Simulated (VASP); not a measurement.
# TiC (Fm-3m) in VASP: further runs, part 3 of 3

VASP 6.6.1. Earlier steps stand in the parts before.

### 5 Single point, PBE

The input, INCAR:

```
  PREC = Accurate
  ENCUT = 520
  EDIFF = 1E-7
  ISMEAR = 0
  SIGMA = 0.020999999999999998
  LREAL = F
  LASPH = T
  NELM = 80
  ALGO = Normal
  ISIF = 2
  LWAVE = F
  LCHARG = F
  GGA = PE
  NBANDS = 15
```

The input, KPOINTS:

```
Automatic mesh
0
Gamma
  11 11 11
```

The input, POSCAR:

```
TiC
1.0
    0.0000000000      2.1657188437      2.1657188437
    2.1657188437      0.0000000000      2.1657188437
    2.1657188437      2.1657188437      0.0000000000
Ti C
1 1
Direct
    0.0000000000      0.0000000000      0.0000000000
    0.5000000000      0.5000000000      0.5000000000
```

Potentials or basis: VASP PAW PBE potentials, release 64 (Ti_sv, C).

Started as:

```sh
$ cat potpaw_PBE.64/Ti_sv/POTCAR potpaw_PBE.64/C/POTCAR > POTCAR
$ mpirun -np 1 vasp_std > vasp.out
```

OUTCAR:

```text
PREC = Accurate
   ENCUT = 520
   EDIFF = 1E-7
   ISMEAR = 0
   LREAL = F
   LASPH = T
   NELM = 80
   ISIF = 2
   GGA = PE

 ion  position               nearest neighbor table
   1  0.000  0.000  0.000-   2 2.17   2 2.17   2 2.17   2 2.17   2 2.17   2 2.17
   2  0.500  0.500  0.500-   1 2.17   1 2.17   1 2.17   1 2.17   1 2.17   1 2.17

  LATTYP: Found a face centered cubic cell.
 ALAT       =     4.3314376874

  Lattice vectors:

 A1 = (   0.0000000000,   2.1657188437,   2.1657188437)
 A2 = (   2.1657188437,   0.0000000000,   2.1657188437)
 A3 = (   2.1657188437,   2.1657188437,   0.0000000000)

Analysis of symmetry for initial positions (statically):
=====================================================================
 Subroutine PRICEL returns:
 Original cell was already a primitive cell.

 Routine SETGRP: Setting up the symmetry group for a
 face centered cubic supercell.

 Subroutine GETGRP returns: Found 48 space group operations
[... 9 lines left out ...]

 Routine SETGRP: Setting up the symmetry group for a
 face centered cubic supercell.

 Subroutine GETGRP returns: Found 48 space group operations
[... 11 lines left out ...]
                                     Primitive cell
[... 144 lines left out ...]
 Fermi energy:         9.5540015267

 k-point     1 :       0.0000    0.0000    0.0000
  band No.  band energies     occupation
      1     -47.1789      2.00000
      2     -23.2029      2.00000
      3     -23.2029      2.00000
      4     -23.2029      2.00000
      5      -2.9843      2.00000
      6      10.1046      0.00000
      7      10.1046      0.00000
      8      10.1046      0.00000
      9      11.0900      0.00000
     10      11.0900      0.00000
     11      11.0900      0.00000
     12      11.1236      0.00000
     13      11.1236      0.00000
     14      19.8948      0.00000
[... 401 lines left out ...]
      2     -23.4743      2.00000
      3     -23.3097      2.00000
      4     -23.2226      2.00000
      5      -1.2647      2.00000
      6       6.1673      2.00000
      7       7.2482      2.00000
      8       7.4805      2.00000
      9      10.9574      0.00000
     10      12.0615      0.00000
     11      12.9814      0.00000
     12      13.7697      0.00000
     13      16.6606      0.00000
     14      21.1957      0.00000
     15      22.8987      0.00000

 [... further k-points ...]
[... 5 lines left out ...]
  --------------------------------------------------------------------------------------
  -------------------------------------------------------------------------------------
  Total        0.0622625      0.0622625      0.0622625      0.0000000      0.0000000     -0.0000000
  in kB        4.9102183      4.9102183      4.9102183      0.0000000      0.0000000     -0.0000000
  external PRESSURE =       4.9102183 kB  Pullay stress =       0.0000000 kB

 VOLUME and BASIS-vectors are now :
 -----------------------------------------------------------------------------
  energy-cutoff  :      520.00
  volume of cell :       20.32
      direct lattice vectors                 reciprocal lattice vectors
     0.000000000  2.165718844  2.165718844    -0.230870227  0.230870227  0.230870227
     2.165718844  0.000000000  2.165718844     0.230870227 -0.230870227  0.230870227
     2.165718844  2.165718844  0.000000000     0.230870227  0.230870227 -0.230870227

 POSITION                                       TOTAL-FORCE (eV/Angst)
 -----------------------------------------------------------------------------------
      0.00000      0.00000      0.00000        -0.000000      0.000000     -0.000000
      2.16572      2.16572      2.16572         0.000000     -0.000000      0.000000
 -----------------------------------------------------------------------------------
    total drift:                                0.000000     -0.000000     -0.000000

  FREE ENERGIE OF THE ION-ELECTRON SYSTEM (eV)
  ---------------------------------------------------
  free  energy   TOTEN  =       -18.7088533048 eV

  energy  without entropy=      -18.7086225428  energy(sigma->0) =      -18.70873792
```

OSZICAR:

```text
N       E                     dE             d eps       ncg     rms          rms(c)
DAV:   1     0.117871022496E+03    0.11787E+03   -0.81124E+03  1687   0.127E+03
DAV:   2    -0.167726344562E+02   -0.13464E+03   -0.12592E+03  1841   0.339E+02
DAV:   3    -0.240196613352E+02   -0.72470E+01   -0.71143E+01  2068   0.783E+01
DAV:   4    -0.243165267785E+02   -0.29687E+00   -0.29664E+00  2229   0.141E+01
DAV:   5    -0.243221768864E+02   -0.56501E-02   -0.56494E-02  2100   0.177E+00    0.183E+01
DAV:   6    -0.193290810570E+02    0.49931E+01   -0.11853E+01  2349   0.563E+01    0.693E+00
DAV:   7    -0.187451306595E+02    0.58395E+00   -0.21546E+00  1988   0.207E+01    0.490E+00
DAV:   8    -0.187216665905E+02    0.23464E-01   -0.10650E-01  1898   0.339E+00    0.343E+00
DAV:   9    -0.187123500329E+02    0.93166E-02   -0.99555E-02  2271   0.439E+00    0.747E-01
DAV:  10    -0.187110662031E+02    0.12838E-02   -0.11809E-02  2157   0.138E+00    0.649E-01
DAV:  11    -0.187090246004E+02    0.20416E-02   -0.26494E-03  1939   0.749E-01    0.201E-01
DAV:  12    -0.187088600989E+02    0.16450E-03   -0.32730E-04  2245   0.245E-01    0.380E-02
DAV:  13    -0.187088534325E+02    0.66664E-05   -0.43755E-05  1862   0.644E-02    0.663E-03
DAV:  14    -0.187088533152E+02    0.11734E-06   -0.11907E-06  2181   0.120E-02    0.339E-03
DAV:  15    -0.187088533048E+02    0.10385E-07   -0.97694E-08  1401   0.396E-03
   1 F= -.18708853E+02 E0= -.18708738E+02  d E =-.230762E-03
```

stdout:

```text
POSCAR found type information on POSCAR TiC
 POSCAR found :  2 types and       2 ions
 scaLAPACK will be used
 LDA part: xc-table for (Slater+PW92), standard interpolation
 POSCAR, INCAR and KPOINTS ok, starting setup
 FFT: planning ... GRIDC
 FFT: planning ... GRID_SOFT
 FFT: planning ... GRID
 WAVECAR not read
 entering main loop
```

Wall time 11 s (1 thread of Intel Xeon 6975P-C (Granite Rapids), shared host); peak memory 0.14 GiB.

What came out:

| Property | Result |
| --- | --- |
| Free energy | -18.7089 eV |
| Pressure | 0.5 GPa |
| Band gap on the k mesh | zero (band 8 reaches 10.10 eV, above the bottom of band 9 at 9.00 eV) |

### 6 Single point, PBE

The input, INCAR:

```
SYSTEM = TiC
PREC     = Accurate       ! precision mode
ENCUT    = 520            ! plane-wave cutoff, eV
EDIFF    = 1E-6           ! SCF threshold, eV
ISMEAR   = 0              ! smearing method
SIGMA    = 0.024          ! smearing width, eV
LREAL    = .False.        ! projectors in reciprocal space
LASPH    = .True.         ! aspherical terms in the spheres
NELM     = 60             ! most SCF steps
ALGO     = Normal         ! electronic algorithm
ISIF     = 2              ! what is computed and relaxed
LWAVE    = .False.        ! write WAVECAR
LCHARG   = .False.        ! write CHGCAR
GGA      = PE             ! functional
NBANDS   = 15             ! bands
```

The input, KPOINTS:

```
Automatic mesh
0
Gamma
  11 11 11
  0 0 0
```

POSCAR is that of step 5.

Potentials or basis: VASP PAW PBE potentials, release 64 (Ti_sv, C).

Started as:

```sh
$ cat potpaw_PBE.64/Ti_sv/POTCAR potpaw_PBE.64/C/POTCAR > POTCAR
$ mpirun -np 1 vasp_std > vasp.out
```

OUTCAR:

```text
SYSTEM = TiC
   PREC = Accurate
   ENCUT = 520
   EDIFF = 1E-6
   ISMEAR = 0
   LREAL = .False.
   LASPH = .True.
   NELM = 60
   ISIF = 2
   GGA = PE

 ion  position               nearest neighbor table
   1  0.000  0.000  0.000-   2 2.17   2 2.17   2 2.17   2 2.17   2 2.17   2 2.17
   2  0.500  0.500  0.500-   1 2.17   1 2.17   1 2.17   1 2.17   1 2.17   1 2.17

  LATTYP: Found a face centered cubic cell.
 ALAT       =     4.3314376874

  Lattice vectors:

 A1 = (   0.0000000000,   2.1657188437,   2.1657188437)
 A2 = (   2.1657188437,   0.0000000000,   2.1657188437)
 A3 = (   2.1657188437,   2.1657188437,   0.0000000000)
[... 609 lines left out ...]
     12      13.7698      0.00000
     13      16.6608      0.00000
     14      21.1958      0.00000
     15      22.8988      0.00000

 [... further k-points ...]
[... 5 lines left out ...]
  --------------------------------------------------------------------------------------
  -------------------------------------------------------------------------------------
  Total        0.0626146      0.0626146      0.0626146     -0.0000000      0.0000000     -0.0000000
  in kB        4.9379880      4.9379880      4.9379880     -0.0000000      0.0000000     -0.0000000
  external PRESSURE =       4.9379880 kB  Pullay stress =       0.0000000 kB

 VOLUME and BASIS-vectors are now :
 -----------------------------------------------------------------------------
  energy-cutoff  :      520.00
  volume of cell :       20.32
      direct lattice vectors                 reciprocal lattice vectors
     0.000000000  2.165718844  2.165718844    -0.230870227  0.230870227  0.230870227
     2.165718844  0.000000000  2.165718844     0.230870227 -0.230870227  0.230870227
     2.165718844  2.165718844  0.000000000     0.230870227  0.230870227 -0.230870227

 POSITION                                       TOTAL-FORCE (eV/Angst)
 -----------------------------------------------------------------------------------
      0.00000      0.00000      0.00000         0.000000     -0.000000      0.000000
      2.16572      2.16572      2.16572        -0.000000      0.000000     -0.000000
 -----------------------------------------------------------------------------------
    total drift:                                0.000000     -0.000000     -0.000000

  FREE ENERGIE OF THE ION-ELECTRON SYSTEM (eV)
  ---------------------------------------------------
  free  energy   TOTEN  =       -18.7088863758 eV

  energy  without entropy=      -18.7086210264  energy(sigma->0) =      -18.70875370
```

OSZICAR:

```text
N       E                     dE             d eps       ncg     rms          rms(c)
DAV:   1     0.117870977031E+03    0.11787E+03   -0.81124E+03  1687   0.127E+03
DAV:   2    -0.167726406272E+02   -0.13464E+03   -0.12592E+03  1841   0.339E+02
DAV:   3    -0.240196613352E+02   -0.72470E+01   -0.71144E+01  2068   0.783E+01
DAV:   4    -0.243165267785E+02   -0.29687E+00   -0.29664E+00  2229   0.141E+01
DAV:   5    -0.243221768864E+02   -0.56501E-02   -0.56494E-02  2100   0.177E+00    0.183E+01
DAV:   6    -0.193290990810E+02    0.49931E+01   -0.11853E+01  2349   0.563E+01    0.693E+00
DAV:   7    -0.187452050388E+02    0.58389E+00   -0.21552E+00  1988   0.207E+01    0.490E+00
DAV:   8    -0.187217198582E+02    0.23485E-01   -0.10650E-01  1884   0.339E+00    0.343E+00
DAV:   9    -0.187124309650E+02    0.92889E-02   -0.99632E-02  2271   0.440E+00    0.749E-01
DAV:  10    -0.187110877431E+02    0.13432E-02   -0.11874E-02  2157   0.139E+00    0.647E-01
DAV:  11    -0.187090581500E+02    0.20296E-02   -0.26369E-03  1932   0.744E-01    0.201E-01
DAV:  12    -0.187088934170E+02    0.16473E-03   -0.32660E-04  2245   0.245E-01    0.383E-02
DAV:  13    -0.187088864816E+02    0.69354E-05   -0.44235E-05  1862   0.646E-02    0.656E-03
DAV:  14    -0.187088863758E+02    0.10573E-06   -0.11361E-06  1674   0.119E-02
   1 F= -.18708886E+02 E0= -.18708754E+02  d E =-.265349E-03
```

Run time: 11 s. Hardware: 1 thread of Intel Xeon 6975P-C (Granite Rapids), shared host; peak memory 0.14 GiB.

What came out:

* Free energy: -18.7089 eV
* Pressure: 0.5 GPa
* Band gap on the k mesh: zero (band 8 reaches 10.10 eV, above the bottom of band 9 at 9.00 eV)

### 7 Overview

```tsv
task	level	cell	cutoff (eV)	smearing	gap on the mesh (eV)	pressure (GPa)
relaxation of cell and atoms	r2SCAN	relaxed from a = 3.063 Å, angles 60.0°, 2 atoms	600	fermi-dirac 0.05 eV	none	0.0
single point	PBEsol+D4	a = 3.025 Å, angles 60.0°, 2 atoms	520	fermi-dirac 0.05 eV	none	0.2
single point	revPBE+D3(BJ)	a = 3.019 Å, angles 60.0°, 2 atoms	520	fermi-dirac 0.05 eV	none	0.2
single point	PBE	a = 3.063 Å, angles 60.0°, 2 atoms	520	gaussian 0.021 eV	none	0.5
single point	PBE	a = 3.063 Å, angles 60.0°, 2 atoms	520	gaussian 0.024 eV	none	0.5
```

Alike in all rows: potentials or basis VASP PAW PBE potentials, release 64 (Ti_sv, C); no spin polarisation; k mesh 11 × 11 × 11.

Caveats: the PAW data sets were made with another functional, which shifts forces and pressure a little (some runs); pairwise dispersion overbinds metals, which lowers pressure and volume (some runs).

Total energies depend on the potentials used, so only differences within one code and one set of settings carry meaning.
